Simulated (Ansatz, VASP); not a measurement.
# Mn: VASP beside Ansatz

```
Mn
1.0
     1.94187    1.12114    0.79349
    -1.94187    1.12114    0.79349
     0.00000   -2.24227    0.79349
Mn
1
Cartesian
  0.0000 0.0000 1.1902
```

Alike in both runs: functional PBEsol; k mesh 9 × 9 × 9; occupations gaussian, width 0.1 eV; no spin polarisation.

Ansatz relaxed the structure, and its values are those at the end. VASP's run is a single point on that final structure, the one shown.

|  | VASP | Ansatz |
| --- | --- | --- |
| version | VASP 6.6.1 | Ansatz 0.2.0 |
| potentials or method | VASP PAW PBE potentials, release 64 (Mn_pv), cutoff 500 eV | scalar-relativistic, plane waves, PAW |
| valence electrons in the cell | 13 | 15 |

|  | VASP | Ansatz | Ansatz less VASP |
| --- | --- | --- | --- |
| gap on the k mesh at the Fermi level (eV) | none | none | - |
| pressure (GPa) | 0.1 | 0.3 | +0.15 |

VASP's potentials were made for PBE, not for PBEsol. A gap of «none» marks a metal or a gap that the smearing closes. VASP's potentials hold 13 valence electrons a cell and Ansatz's 15, so a difference there can come from the potentials and not from the codes.
